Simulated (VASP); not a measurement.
# TaN (Fm-3m) in VASP: a series of runs

The runs below take TaN through elastic constants, with PBE.

All numbers are computed with VASP 6.6.1; they aren't measurements. Logs are shortened: lines on timing, memory, paths and dates and some standing lists are left out, and cuts for length are marked.

### 1 The cell of the first run

It takes space group Fm-3m (No. 225, cubic). The conventional cell has a = 4.347 Å, b = 4.347 Å, c = 4.347 Å, α = 90.00°, β = 90.00°, γ = 90.00°. Ta (site symmetry m-3m) has 6 N at 2.17 Å within 2.9 Å. N (site symmetry m-3m) has 6 Ta at 2.17 Å within 2.9 Å.

### 2 Elastic constants, PBE

File INCAR:

```
PREC = Accurate
ENCUT = 600
EDIFF = 1E-8
ISMEAR = -1
SIGMA = 0.15
LREAL = F
LASPH = T
NELM = 100
ALGO = Normal
ISIF = 3
LWAVE = F
LCHARG = F
GGA = PE
IBRION = 6
NFREE = 2
POTIM = 0.015
NSW = 1
```

File KPOINTS:

```
regular mesh
0
Gamma
  16 16 16
```

File POSCAR:

```
TaN
1.0
    0.0000000000      2.1732875556      2.1732875556
    2.1732875556      0.0000000000      2.1732875556
    2.1732875556      2.1732875556      0.0000000000
Ta N
1 1
Direct
    0.5000000000      0.5000000000      0.5000000000
    0.0000000000      0.0000000000      0.0000000000
```

Potentials or basis: VASP PAW PBE potentials, release 64 (Ta_pv, N).

Run with:

```console
$ cat potpaw_PBE.64/Ta_pv/POTCAR potpaw_PBE.64/N/POTCAR > POTCAR
$ mpirun -np 1 vasp_std > vasp.out
```

OUTCAR:

```text
PREC = Accurate
   ENCUT = 600
   EDIFF = 1E-8
   ISMEAR = -1
   LREAL = F
   LASPH = T
   NELM = 100
   ISIF = 3
   GGA = PE
   IBRION = 6
   NFREE = 2
   POTIM = 0.015
   NSW = 1

 ion  position               nearest neighbor table
   1  0.500  0.500  0.500-   2 2.17   2 2.17   2 2.17   2 2.17   2 2.17   2 2.17
   2  0.000  0.000  0.000-   1 2.17   1 2.17   1 2.17   1 2.17   1 2.17   1 2.17

  LATTYP: Found a face centered cubic cell.
 ALAT       =     4.3465751112

  Lattice vectors:

 A1 = (   0.0000000000,   2.1732875556,   2.1732875556)
 A2 = (   2.1732875556,   0.0000000000,   2.1732875556)
 A3 = (   2.1732875556,   2.1732875556,   0.0000000000)

Analysis of symmetry for initial positions (statically):
=====================================================================
 Subroutine PRICEL returns:
 Original cell was already a primitive cell.

 Routine SETGRP: Setting up the symmetry group for a
 face centered cubic supercell.

 Subroutine GETGRP returns: Found 48 space group operations
 (whereof 48 operations were pure point group operations)
 out of a pool of 48 trial point group operations.

The static configuration has the point symmetry O_h .

Analysis of symmetry for dynamics (positions and initial velocities):
=====================================================================
 Subroutine PRICEL returns:
 Original cell was already a primitive cell.

 Routine SETGRP: Setting up the symmetry group for a
 face centered cubic supercell.

 Subroutine GETGRP returns: Found 48 space group operations
 (whereof 48 operations were pure point group operations)
 out of a pool of 48 trial point group operations.

The dynamic configuration has the point symmetry O_h .

 Subroutine INISYM returns: Found 48 space group operations
 (whereof 48 operations are pure point group operations),
 and found     1 'primitive' translations

----------------------------------------------------------------------------------------

                                     Primitive cell

  volume of cell :      20.5297

  direct lattice vectors                    reciprocal lattice vectors
     0.000000000  2.173287556  2.173287556    -0.230066196  0.230066196  0.230066196
     2.173287556  0.000000000  2.173287556     0.230066196 -0.230066196  0.230066196
     2.173287556  2.173287556  0.000000000     0.230066196  0.230066196 -0.230066196

  length of vectors
     3.073492736  3.073492736  3.073492736     0.398486340  0.398486340  0.398486340

  position of ions in fractional coordinates (direct lattice)
     0.500000000  0.500000000  0.500000000
     0.000000000  0.000000000  0.000000000

  ion indices of the primitive-cell ions
   primitive index   ion index
                 1           1
                 2           2

----------------------------------------------------------------------------------------

 KPOINTS: regular mesh

Automatic generation of k-mesh.
 Grid dimensions read from file:
 generate k-points for:   16   16   16

 Generating k-lattice:

  Cartesian coordinates                     Fractional coordinates (reciprocal lattice)
    -0.014379137  0.014379137  0.014379137     0.062500000  0.000000000  0.000000000
     0.014379137 -0.014379137  0.014379137     0.000000000  0.062500000  0.000000000
     0.014379137  0.014379137 -0.014379137     0.000000000  0.000000000  0.062500000

  Length of vectors
     0.024905396  0.024905396  0.024905396

  Shift w.r.t. Gamma in fractional coordinates (k-lattice)
     0.000000000  0.000000000  0.000000000

 Subroutine IBZKPT returns following result:
 ===========================================

 Found    145 irreducible k-points:

 Following reciprocal coordinates:
            Coordinates               Weight
  0.000000  0.000000  0.000000      1.000000
  0.062500  0.000000  0.000000      8.000000
  0.125000  0.000000  0.000000      8.000000
  0.187500  0.000000  0.000000      8.000000
  0.250000  0.000000  0.000000      8.000000
  0.312500  0.000000  0.000000      8.000000
[... 16 lines left out ...]
 -0.125000  0.062500  0.000000     24.000000
 -0.062500  0.062500  0.000000     12.000000
 [... further k-points ...]
   k-points           NKPTS =    145   k-points in BZ     NKDIM =    145   number of bands    NBANDS=     12
   number of dos      NEDOS =    301   number of ions     NIONS =      2
   total plane-waves  NPLWV =  21952
   dimension x,y,z NGX =    28 NGY =   28 NGZ =   28
   dimension x,y,z NGXF=    56 NGYF=   56 NGZF=   56
   ions per type =               1   1
   NGX,Y,Z   is equivalent  to a cutoff of  15.15, 15.15, 15.15 a.u.
[... 34 lines left out ...]
  Thomas-Fermi vector in A             =   2.617265
   LORBIT       =      0    0 simple, 1 ext, 2 COOP (PROOUT), +10 PAW based schemes
   GGA     = PE    functional components
   LHFCALC =     F    Hartree Fock is set to
   AEXX    =    0.0000 exact exchange contribution
   IVDW    =     0    specifies the selected vdW correction
   LEPSILON=     F    determine dielectric tensor
   LRPA    =     F    only Hartree local field effects (RPA)
 finite differences with symmetry
 non-spin polarized calculation
  energy-cutoff  :      600.00
  volume of cell :       20.53
 maximum number of plane-waves:       701
 NGX is ok and might be reduce to    28
   NGX = 13   NGY = 13   NGZ = 13

--------------------------------------- Ionic step        1  -------------------------------------------

 number of electron      16.0000001 magnetization

 Free energy of the ion-electron system (eV)
  ---------------------------------------------------
  ext. energy  EPLUGINS =         0.00000000
  ---------------------------------------------------
  free energy    TOTEN  =       -21.79751238 eV

  energy without entropy =      -21.73827581  energy(sigma->0) =      -21.76789410

------------------------ aborting loop because EDIFF is reached ----------------------------------------

  FORCE on cell =-STRESS in cart. coord.  units (eV):
  Direction    XX          YY          ZZ          XY          YZ          ZX
  --------------------------------------------------------------------------------------
  -------------------------------------------------------------------------------------
  Total        2.4246712      2.4246712      2.4246712      0.0000000      0.0000000      0.0000000
  in kB      189.2264570    189.2264570    189.2264570      0.0000000      0.0000000      0.0000000
  external PRESSURE =     189.2264570 kB  Pullay stress =       0.0000000 kB
[... 89 lines left out ...]
  FREE ENERGIE OF THE ION-ELECTRON SYSTEM (eV)
  ---------------------------------------------------
  free  energy   TOTEN  =       -21.7475803014 eV

  energy  without entropy=      -21.6897015188  energy(sigma->0) =      -21.71864091

 E-fermi :  10.1234     XC(G=0): -13.7178

 val. band max:       10.1033191910   @ k =  -0.1875   0.1250   0.0625
 cond. band min:      10.1320883981   @ k =   0.6875   0.1875   0.3750
 fundamental gap:      0.0287692070
 Fermi energy:        10.1233713207

 k-point     1 :       0.0000    0.0000    0.0000
  band No.  band energies     occupation
      1     -25.5483      2.00000
      2     -25.5483      2.00000
      3     -25.5427      2.00000
      4      -9.1595      2.00000
      5       6.1244      2.00000
      6       6.1244      2.00000
      7       6.2070      2.00000
      8       7.8160      2.00000
      9       7.8160      2.00000
     10       8.0079      2.00000
     11      10.0917      1.10523
     12      10.2653      0.55938
[... 333 lines left out ...]
      1     -25.6470      2.00000
      2     -25.5699      2.00000
      3     -25.5517      2.00000
      4      -8.8922      2.00000
      5       4.8877      2.00000
      6       5.1897      2.00000
      7       5.6266      2.00000
      8       8.0004      2.00000
      9       8.2432      1.99999
     10       8.7246      1.99982
     11      10.8866      0.01227
     12      11.4400      0.00031

 [... further k-points ...]

[... ionic steps 4 to 14 ...]

--------------------------------------- Ionic step       15  -------------------------------------------

 number of electron      16.0000000 magnetization

------------------------ aborting loop because EDIFF is reached ----------------------------------------
[... 67 lines left out ...]
--------------------------------------- Ionic step       17  -------------------------------------------

 number of electron      16.0000001 magnetization

 Free energy of the ion-electron system (eV)
  ---------------------------------------------------
  ext. energy  EPLUGINS =         0.00000000
  ---------------------------------------------------
  free energy    TOTEN  =       -21.79644548 eV

  energy without entropy =      -21.73722106  energy(sigma->0) =      -21.76683327

 E-fermi :   9.9459     XC(G=0): -13.6332

 val. band max:        9.9456911911   @ k =  -0.3125   0.3125   0.1250
 cond. band min:       9.9478929991   @ k =   0.3125   0.1250  -0.3125
 fundamental gap:      0.0022018080
 Fermi energy:         9.9459481492

 k-point     1 :       0.0000    0.0000    0.0000
  band No.  band energies     occupation
      1     -25.7535      2.00000
      2     -25.7532      2.00000
      3     -25.7532      2.00000
      4      -9.2080      2.00000
      5       6.0122      2.00000
      6       6.0122      2.00000
      7       6.0139      2.00000
      8       7.7468      2.00000
      9       7.7548      2.00000
     10       7.7548      2.00000
     11      10.0252      0.74176
     12      10.0329      0.71799
[... 374 lines left out ...]
  FREE ENERGIE OF THE ION-ELECTRON SYSTEM (eV)
  ---------------------------------------------------
  free  energy   TOTEN  =       -21.7964454789 eV

  energy  without entropy=      -21.7372210596  energy(sigma->0) =      -21.76683327

 INTERNAL STRAIN TENSORS FROM STRAINED CELLS
 ============================================

 INTERNAL STRAIN TENSOR FOR ION    1 for displacements in x,y,z  (eV/Angst):
          X           Y           Z          XY          YZ          ZX
  --------------------------------------------------------------------------------
  x     0.00000    -0.00000    -0.00000     0.00000    -0.00000    -0.00000
  y     0.00000    -0.00000     0.00000     0.00000    -0.00000    -0.00000
  z     0.00000     0.00000     0.00000    -0.00000     0.00000     0.00000

 INTERNAL STRAIN TENSORS FROM DISPLACED ATOMS
 ============================================

 INTERNAL STRAIN TENSOR FOR ION    1 for displacements in x,y,z  (eV/Angst):
          X           Y           Z          XY          YZ          ZX
  --------------------------------------------------------------------------------
  x     0.00000     0.00000     0.00000     0.00000     0.00000     0.00000
  y     0.00000     0.00000     0.00000     0.00000     0.00000     0.00000
  z     0.00000     0.00000     0.00000     0.00000     0.00000     0.00000

 INTERNAL STRAIN TENSOR FOR ION    2 for displacements in x,y,z  (eV/Angst):
          X           Y           Z          XY          YZ          ZX
  --------------------------------------------------------------------------------
  x     0.00000     0.00000     0.00000     0.00000     0.00000     0.00000
  y     0.00000     0.00000     0.00000     0.00000     0.00000     0.00000
  z     0.00000     0.00000     0.00000     0.00000     0.00000     0.00000

 Eigenvectors and eigenvalues of the dynamical matrix
 ----------------------------------------------------

   1 f  =   13.361965 THz    83.955702 2PiTHz  445.707175 cm-1    55.260622 meV
             X         Y         Z           dx          dy          dz
      2.173288  2.173288  2.173288     0.000000    0.268100    0.000000
      0.000000  0.000000  0.000000     0.000000   -0.963391    0.000000
[... 21 lines left out ...]
   6 f/i=    0.001520 THz     0.009550 2PiTHz    0.050700 cm-1     0.006286 meV
             X         Y         Z           dx          dy          dz
      2.173288  2.173288  2.173288     0.000000   -0.963391    0.000000
      0.000000  0.000000  0.000000     0.000000   -0.268100    0.000000

--------------------------------------------------------------------------------------------------------

 ELASTIC MODULI CONTR FROM IONIC RELAXATION (kBar)
 Direction    XX          YY          ZZ          XY          YZ          ZX
 --------------------------------------------------------------------------------
 XX           0.0000      0.0000      0.0000      0.0000      0.0000      0.0000
 YY           0.0000      0.0000      0.0000      0.0000      0.0000      0.0000
 ZZ           0.0000      0.0000      0.0000      0.0000      0.0000      0.0000
 XY           0.0000      0.0000      0.0000      0.0000      0.0000      0.0000
 YZ           0.0000      0.0000      0.0000      0.0000      0.0000      0.0000
 ZX           0.0000      0.0000      0.0000      0.0000      0.0000      0.0000
 --------------------------------------------------------------------------------

 TOTAL ELASTIC MODULI (kBar)
 Direction    XX          YY          ZZ          XY          YZ          ZX
 --------------------------------------------------------------------------------
 XX        8686.7551   1545.4010   1545.4010     -0.0000     -0.0000      0.0000
 YY        1545.4010   8686.7551   1545.4010      0.0000     -0.0000      0.0000
 ZZ        1545.4010   1545.4010   8686.7551     -0.0000      0.0000     -0.0000
 XY          -0.0000      0.0000     -0.0000    596.5593      0.0000     -0.0000
 YZ          -0.0000     -0.0000      0.0000      0.0000    596.5593      0.0000
 ZX           0.0000      0.0000     -0.0000     -0.0000      0.0000    596.5593
 --------------------------------------------------------------------------------
```

It used 1900 s of CPU time on 1 thread of Intel(R) Xeon(R) Platinum 8488C (Sapphire Rapids), on a shared host.

Results:

- Elastic constants C11, C12, C44: 869, 155, 60 GPa
- Voigt bulk modulus: 393 GPa
- Highest phonon frequency at Γ: 446 cm⁻¹

Phonon frequencies in cm⁻¹ (negative: imaginary):
```
              q point        frequencies
(0.000, 0.000, 0.000)  0 0 0 446 446 446
```

Elastic tensor in Voigt notation (GPa, in the Cartesian axes of the cell as first typed):
```
869 155 155   0   0   0
155 869 155   0   0   0
155 155 869   0   0   0
  0   0   0  60   0   0
  0   0   0   0  60   0
  0   0   0   0   0  60
```

Clamped-ion elastic tensor (GPa):
```
869 155 155   0   0   0
155 869 155   0   0   0
155 155 869   0   0   0
  0   0   0  60   0   0
  0   0   0   0  60   0
  0   0   0   0   0  60
```

Caveat: the cell is under stress, which shifts elastic constants; spin-orbit coupling is left out, which moves the levels of the heavy elements.

[end of part 1 of 2]
